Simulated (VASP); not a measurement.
# BeTe (F-43m) in VASP: settings compared

The runs below take BeTe through single point, with PBE, PBE+D3(BJ), BLYP+D4.

Program: VASP 6.6.1. These are calculated values, not measurements. Logs are shortened: lines on timing, memory, paths and dates and some standing lists are left out, and cuts for length are marked.

### 1 The cell of the first run

The structure is cubic, space group F-43m (No. 216). The conventional cell has a = 5.540 Å, b = 5.540 Å, c = 5.540 Å, α = 90.00°, β = 90.00°, γ = 90.00°. Within 3.2 Å of Te (site symmetry -43m) lie 4 Be at 2.40 Å. Be (site symmetry -43m) has 4 Te at 2.40 Å within 3.2 Å.

### 2 Single point, PBE

The input, INCAR:

```
SYSTEM = BeTe
PREC     = Accurate       ! precision mode
ENCUT    = 520            ! plane-wave cutoff, eV
EDIFF    = 1E-6           ! SCF threshold, eV
ISMEAR   = -1             ! smearing method
SIGMA    = 0.03           ! smearing width, eV
LREAL    = .FALSE.        ! projectors in reciprocal space
LASPH    = .TRUE.         ! aspherical terms in the spheres
NELM     = 100            ! most SCF steps
ALGO     = Normal         ! electronic algorithm
ISIF     = 2              ! what is computed and relaxed
LWAVE    = .FALSE.        ! write WAVECAR
LCHARG   = .FALSE.        ! write CHGCAR
GGA      = PE             ! functional
NBANDS   = 11             ! bands
```

The input, KPOINTS:

```
Automatic mesh
0
G
  4 4 4
  0 0 0
```

The input, POSCAR:

```
BeTe
1.0
    0.0000000000      2.7700000000      2.7700000000
    2.7700000000      0.0000000000      2.7700000000
    2.7700000000      2.7700000000      0.0000000000
Te Be
1 1
Direct
    0.7500000000      0.7500000000      0.7500000000
    0.0000000000      0.0000000000      0.0000000000
```

Potentials or basis: VASP PAW PBE potentials, release 64 (Te, Be).

Run with:

```
$ cat potpaw_PBE.64/Te/POTCAR potpaw_PBE.64/Be/POTCAR > POTCAR
$ mpirun -np 1 vasp_std > vasp.out
```

OUTCAR:

```text
SYSTEM = BeTe
   PREC = Accurate
   ENCUT = 520
   EDIFF = 1E-6
   ISMEAR = -1
   LREAL = .FALSE.
   LASPH = .TRUE.
   NELM = 100
   ISIF = 2
   GGA = PE

 ion  position               nearest neighbor table
   1  0.750  0.750  0.750-   2 2.40   2 2.40   2 2.40   2 2.40
   2  0.000  0.000  0.000-   1 2.40   1 2.40   1 2.40   1 2.40

  LATTYP: Found a face centered cubic cell.
 ALAT       =     5.5400000000

  Lattice vectors:

 A1 = (   0.0000000000,   2.7700000000,   2.7700000000)
 A2 = (   2.7700000000,   0.0000000000,   2.7700000000)
 A3 = (   2.7700000000,   2.7700000000,   0.0000000000)

Analysis of symmetry for initial positions (statically):
=====================================================================
 Subroutine PRICEL returns:
 Original cell was already a primitive cell.

 Routine SETGRP: Setting up the symmetry group for a
 face centered cubic supercell.

 Subroutine GETGRP returns: Found 24 space group operations
 (whereof 24 operations were pure point group operations)
 out of a pool of 48 trial point group operations.

The static configuration has the point symmetry T_d .

Analysis of symmetry for dynamics (positions and initial velocities):
=====================================================================
 Subroutine PRICEL returns:
 Original cell was already a primitive cell.

 Routine SETGRP: Setting up the symmetry group for a
 face centered cubic supercell.

 Subroutine GETGRP returns: Found 24 space group operations
 (whereof 24 operations were pure point group operations)
 out of a pool of 48 trial point group operations.

The dynamic configuration has the point symmetry T_d .

 Subroutine INISYM returns: Found 24 space group operations
 (whereof 24 operations are pure point group operations),
 and found     1 'primitive' translations

----------------------------------------------------------------------------------------

                                     Primitive cell

  volume of cell :      42.5079

  direct lattice vectors                    reciprocal lattice vectors
     0.000000000  2.770000000  2.770000000    -0.180505415  0.180505415  0.180505415
     2.770000000  0.000000000  2.770000000     0.180505415 -0.180505415  0.180505415
     2.770000000  2.770000000  0.000000000     0.180505415  0.180505415 -0.180505415

  length of vectors
     3.917371568  3.917371568  3.917371568     0.312644550  0.312644550  0.312644550

  position of ions in fractional coordinates (direct lattice)
     0.750000000  0.750000000  0.750000000
     0.000000000  0.000000000  0.000000000

  ion indices of the primitive-cell ions
   primitive index   ion index
                 1           1
                 2           2

----------------------------------------------------------------------------------------

 KPOINTS: Automatic mesh

Automatic generation of k-mesh.
 Grid dimensions read from file:
 generate k-points for:    4    4    4

 Generating k-lattice:

  Cartesian coordinates                     Fractional coordinates (reciprocal lattice)
    -0.045126354  0.045126354  0.045126354     0.250000000  0.000000000  0.000000000
     0.045126354 -0.045126354  0.045126354     0.000000000  0.250000000  0.000000000
     0.045126354  0.045126354 -0.045126354     0.000000000  0.000000000  0.250000000

  Length of vectors
     0.078161138  0.078161138  0.078161138

  Shift w.r.t. Gamma in fractional coordinates (k-lattice)
     0.000000000  0.000000000  0.000000000

 Subroutine IBZKPT returns following result:
 ===========================================

 Found      8 irreducible k-points:

 Following reciprocal coordinates:
            Coordinates               Weight
  0.000000  0.000000  0.000000      1.000000
  0.250000  0.000000  0.000000      8.000000
  0.500000  0.000000  0.000000      4.000000
  0.250000  0.250000  0.000000      6.000000
  0.500000  0.250000  0.000000     24.000000
 -0.250000  0.250000  0.000000     12.000000
  0.500000  0.500000  0.000000      3.000000
 -0.250000  0.500000  0.250000      6.000000
   k-points           NKPTS =      8   k-points in BZ     NKDIM =      8   number of bands    NBANDS=     11
   number of dos      NEDOS =    301   number of ions     NIONS =      2
   total plane-waves  NPLWV =  27000
   dimension x,y,z NGX =    30 NGY =   30 NGZ =   30
   dimension x,y,z NGXF=    60 NGYF=   60 NGZF=   60
   ions per type =               1   1
   NGX,Y,Z   is equivalent  to a cutoff of  12.73, 12.73, 12.73 a.u.
   NGXF,Y,Z  is equivalent  to a cutoff of  25.46, 25.46, 25.46 a.u.
 SYSTEM =  BeTe
   PREC   = accura    normal or accurate (medium, high low for compatibility)
   ISTART =      0    job   : 0-new  1-cont  2-samecut
   ICHARG =      2    charge: 1-file 2-atom 10-const
   ISPIN  =      1    spin polarized calculation?
   LNONCOLLINEAR =      F non collinear calculations
   LSORBIT =      F    spin-orbit coupling
   LASPH  =      T    aspherical Exc in radial PAW
   ENCUT  =  520.0 eV  38.22 Ry    6.18 a.u.   7.28  7.28  7.28*2*pi/ulx,y,z
   NELM   =    100;   NELMIN=  2; NELMDL= -5     # of ELM steps
   EDIFF  = 0.1E-05   stopping-criterion for ELM
   LREAL  =      F    real-space projection
   EDIFFG = 0.1E-04   stopping-criterion for IOM
   NSW    =      0    number of steps for IOM
   IBRION =     -1    ionic relax: 0-MD 1-quasi-New 2-CG
   NFREE  =      0    steps in history (QN), initial steepest desc. (CG)
   ISIF   =      2    stress and relaxation
   ISYM   =      2    0-nonsym 1-usesym 2-fastsym
   POTIM  = 0.5000    time-step for ionic-motion
   TEBEG  =    0.0;   TEEND  =   0.0 temperature during run
   PSTRESS=    0.0 pullay stress
   NELECT =       8.0000    total number of electrons
   NUPDOWN=      -1.0000    fix difference up-down
   EMIN   =  10.00;   EMAX   =-10.00  energy-range for DOS
   EFERMI =   0.00;   METHOD = LEGACY
   ISMEAR =    -1;   SIGMA  =   0.03  broadening in eV -4-tet -1-fermi 0-gaus
   EFERMI_NEDOS =   21; number of points for ismear=-14 and -15
   IALGO  =     38    algorithm
   IMIX   =      4    mixing-type and parameters
     AMIX     =   0.40;   BMIX     =  1.00
     AMIX_MAG =   1.60;   BMIX_MAG =  1.00
  volume/ion in A,a.u.               =      21.25       143.43
  Fermi-wavevector in a.u.,A,eV,Ry     =   0.938170  1.772885 11.975354  0.880164
  Thomas-Fermi vector in A             =   2.065355
   LORBIT       =      0    0 simple, 1 ext, 2 COOP (PROOUT), +10 PAW based schemes
   GGA     = PE    functional components
   LHFCALC =     F    Hartree Fock is set to
   AEXX    =    0.0000 exact exchange contribution
   IVDW    =     0    specifies the selected vdW correction
   LEPSILON=     F    determine dielectric tensor
   LRPA    =     F    only Hartree local field effects (RPA)
 non-spin polarized calculation
  energy-cutoff  :      520.00
  volume of cell :       42.51
 maximum number of plane-waves:      1162
 NGX is ok and might be reduce to    30
   NGX = 15   NGY = 15   NGZ = 15

 number of electron       8.0000000 magnetization

 Free energy of the ion-electron system (eV)
  ---------------------------------------------------
  ext. energy  EPLUGINS =         0.00000000
  ---------------------------------------------------
  free energy    TOTEN  =        -7.49961255 eV

  energy without entropy =       -7.49961255  energy(sigma->0) =       -7.49961255

 E-fermi :   6.3856     XC(G=0):  -9.2430

 val. band max:        5.6873468512   @ k =   0.0000   0.0000   0.0000
 cond. band min:       7.5250142442   @ k =   0.5000   0.5000   0.0000
 fundamental gap:      1.8376673930
 Fermi energy:         6.3856045814

 k-point     1 :       0.0000    0.0000    0.0000
  band No.  band energies     occupation
      1      -6.9464      2.00000
      2       5.6873      2.00000
      3       5.6873      2.00000
      4       5.6873      2.00000
      5       9.2394      0.00000
      6       9.2394      0.00000
      7       9.2394      0.00000
      8       9.8780      0.00000
      9      14.0680      0.00000
     10      16.0241      0.00000
     11      16.0241      0.00000

 k-point     2 :       0.2500    0.0000    0.0000
  band No.  band energies     occupation
      1      -6.3464      2.00000
      2       2.1892      2.00000
      3       4.9542      2.00000
      4       4.9542      2.00000
      5       9.1063      0.00000
      6      10.1633      0.00000
      7      10.1633      0.00000
      8      12.9679      0.00000
      9      14.7511      0.00000
     10      14.7511      0.00000
     11      14.8250      0.00000

 k-point     3 :       0.5000    0.0000    0.0000
  band No.  band energies     occupation
      1      -5.4702      2.00000
      2      -0.1865      2.00000
      3       4.4657      2.00000
      4       4.4657      2.00000
      5       8.8911      0.00000
      6      10.2398      0.00000
      7      10.2398      0.00000
      8      13.4744      0.00000
      9      16.8453      0.00000
     10      17.3683      0.00000
     11      17.3683      0.00000

 k-point     4 :       0.2500    0.2500    0.0000
  band No.  band energies     occupation
      1      -6.1418      2.00000
      2       2.6859      2.00000
      3       3.8683      2.00000
      4       3.8683      2.00000
      5       8.1990      0.00000
      6      10.0904      0.00000
      7      12.2539      0.00000
      8      12.2539      0.00000
      9      14.6951      0.00000
     10      16.6327      0.00000
     11      17.0157      0.00000

 k-point     5 :       0.5000    0.2500    0.0000
  band No.  band energies     occupation
      1      -5.2404      2.00000
      2       0.5680      2.00000
      3       2.4938      2.00000
      4       3.5119      2.00000
      5       8.5750      0.00000
      6      11.2553      0.00000
      7      12.3848      0.00000
      8      12.6286      0.00000
      9      16.2594      0.00000
     10      17.6408      0.00000
     11      18.4074      0.00000

 k-point     6 :      -0.2500    0.2500    0.0000
  band No.  band energies     occupation
      1      -5.5577      2.00000
      2       1.1005      2.00000
      3       2.2935      2.00000
      4       4.3829      2.00000
      5       9.4336      0.00000
      6      11.2555      0.00000
      7      11.9572      0.00000
      8      12.5078      0.00000
      9      14.1014      0.00000
     10      15.7432      0.00000
     11      18.3672      0.00000

 k-point     7 :       0.5000    0.5000    0.0000
  band No.  band energies     occupation
      1      -4.9259      2.00000
      2       0.2928      2.00000
      3       2.8466      2.00000
      4       2.8466      2.00000
      5       7.5250      0.00000
      6       8.2701      0.00000
      7      15.7012      0.00000
      8      15.7012      0.00000
      9      17.5176      0.00000
     10      19.2683      0.00000
     11      19.3315      0.00000

 k-point     8 :      -0.2500    0.5000    0.2500
  band No.  band energies     occupation
      1      -4.8851      2.00000
      2       0.8732      2.00000
      3       1.7166      2.00000
      4       2.2283      2.00000
      5      10.9906      0.00000
      6      11.1791      0.00000
      7      11.3350      0.00000
      8      12.0520      0.00000
      9      16.8239      0.00000
     10      17.7935      0.00000
     11      18.7364      0.00000

------------------------ aborting loop because EDIFF is reached ----------------------------------------

  FORCE on cell =-STRESS in cart. coord.  units (eV):
  Direction    XX          YY          ZZ          XY          YZ          ZX
  --------------------------------------------------------------------------------------
  -------------------------------------------------------------------------------------
  Total        1.3174913      1.3174913      1.3174913      0.0000000      0.0000000      0.0000000
  in kB       49.6579772     49.6579772     49.6579772      0.0000000      0.0000000      0.0000000
  external PRESSURE =      49.6579772 kB  Pullay stress =       0.0000000 kB

 VOLUME and BASIS-vectors are now :
 -----------------------------------------------------------------------------
  energy-cutoff  :      520.00
  volume of cell :       42.51
      direct lattice vectors                 reciprocal lattice vectors
     0.000000000  2.770000000  2.770000000    -0.180505415  0.180505415  0.180505415
     2.770000000  0.000000000  2.770000000     0.180505415 -0.180505415  0.180505415
     2.770000000  2.770000000  0.000000000     0.180505415  0.180505415 -0.180505415

 POSITION                                       TOTAL-FORCE (eV/Angst)
 -----------------------------------------------------------------------------------
      4.15500      4.15500      4.15500         0.000000      0.000000      0.000000
      0.00000      0.00000      0.00000        -0.000000     -0.000000     -0.000000
 -----------------------------------------------------------------------------------
    total drift:                               -0.000000     -0.000000     -0.000000

  FREE ENERGIE OF THE ION-ELECTRON SYSTEM (eV)
  ---------------------------------------------------
  free  energy   TOTEN  =        -7.4996125542 eV

  energy  without entropy=       -7.4996125542  energy(sigma->0) =       -7.49961255
```

Run time: 4.6 s. Hardware: 1 thread of AMD EPYC 7R13 (Zen 3), shared host; peak memory 0.13 GiB.

Results:

```
Free energy            : -7.4996 eV
Pressure               : 5.0 GPa
Band gap on the k mesh : 1.84 eV, indirect (least direct gap 3.55 eV)
```

Caveat: the k points lie up to 0.49 Å⁻¹ apart; spin-orbit coupling is left out, which moves the levels of the heavy elements. A k mesh can miss the band edges.

### 3 Single point, PBE

The input, INCAR:

```
SYSTEM = BeTe
PREC = Accurate ; ENCUT = 520
EDIFF = 1E-6 ; ISMEAR = 0
SIGMA = 0.018000000000000002 ; LREAL = .FALSE.
LASPH = .TRUE. ; NELM = 60
ALGO = Normal ; ISIF = 2
LWAVE = .FALSE. ; LCHARG = .FALSE.
GGA = PE ; NBANDS = 11
```

The input, KPOINTS:

```
Automatic mesh
0
G
  8 8 8
  0 0 0
```

POSCAR is that of step 2.

Potentials or basis: VASP PAW PBE potentials, release 64 (Te, Be).

Run with:

```
$ cat potpaw_PBE.64/Te/POTCAR potpaw_PBE.64/Be/POTCAR > POTCAR
$ mpirun -np 1 vasp_std > vasp.out
```

Wall time 11 s (1 thread of AMD EPYC 7R13 (Zen 3), shared host); peak memory 0.14 GiB.

It converged, with:

```
Free energy            : -7.5848 eV
Pressure               : 4.5 GPa
Band gap on the k mesh : 1.85 eV, indirect (least direct gap 3.56 eV)
```

Levels at points of the mesh, in eV from the valence-band top:
| k point | band 2 | band 3 | band 4 | band 5 | band 6 | band 7 |
| --- | --- | --- | --- | --- | --- | --- |
| (0.00, 0.00, 0.00) | 0.00 | 0.00 | 0.00 | 3.56 | 3.56 | 3.56 |
| (0.50, 0.00, 0.00) | -5.87 | -1.22 | -1.22 | 3.21 | 4.56 | 4.56 |
| (0.50, 0.50, 0.00) | -5.39 | -2.84 | -2.84 | 1.85 | 2.59 | 10.02 |

Caveat: spin-orbit coupling is left out, which moves the levels of the heavy elements.

[end of part 1 of 2]
